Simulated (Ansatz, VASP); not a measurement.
**Two plane-wave programs on C**

INCAR

```
  PREC = Accurate
  ENCUT = 1300
  EDIFF = 1E-6
  ISMEAR = 0
  SIGMA = 0.05
  LREAL = F
  LASPH = T
  NELM = 120
  ALGO = Normal
  ISIF = 2
  LWAVE = F
  LCHARG = T
  LELF = T
  LVHAR = T
  NBANDS = 11
  GGA_COMPAT = F
```

File KPOINTS:

```
regular mesh
0
Gamma
  12 12 12
```

The input POSCAR:

```
C
1.0
    0.0000000000      1.7834000000      1.7834000000
    1.7834000000      0.0000000000      1.7834000000
    1.7834000000      1.7834000000      0.0000000000
C
2
Direct
    0.5000000000      0.5000000000      0.5000000000
    0.7500000000      0.7500000000      0.7500000000
```

Input for Ansatz:

```yaml
crystal:
  lattice:
    - [0.0, 1.7834, 1.7834]
    - [1.7834, 0.0, 1.7834]
    - [1.7834, 1.7834, 0.0]
  atoms:
    - { symbol: C, position: [0.5, 0.5, 0.5] }
    - { symbol: C, position: [0.75, 0.75, 0.75] }
basis:
  ecutwfc: 420
kpoints:
  mp_grid: { grid: [12, 12, 12] }
hamiltonian:
  xc: lda
scf:
  occupations: { method: gaussian, width: 0.05 }
output:
  forces: true
  stress: true
  eigenvalues: true
  write_density: true
  write_potential: true
  elf: true
  volumetric_format: npy
```

Alike in both runs: task single point; functional LDA; k mesh 12 × 12 × 12; occupations gaussian, width 0.05 eV; no spin polarisation.

|  | VASP | Ansatz |
| --- | --- | --- |
| version | VASP 6.6.1 | Ansatz 0.2.0 |
| potentials or method | VASP PAW LDA potentials, release 64 (C_h), cutoff 1300 eV | scalar-relativistic, plane waves, PAW |
| valence electrons in the cell | 8 | 8 |

|  | VASP | Ansatz | Ansatz less VASP |
| --- | --- | --- | --- |
| gap on the k mesh at the Fermi level (eV) | 4.12 | 4.13 | +0.002 |
| least direct gap on the mesh (eV) | 5.54 | 5.54 | -0.004 |
| pressure (GPa) | -12.3 | -13.1 | -0.84 |

LDA's correlation is that of Perdew and Zunger in VASP and of Perdew and Wang (1992) in Ansatz.
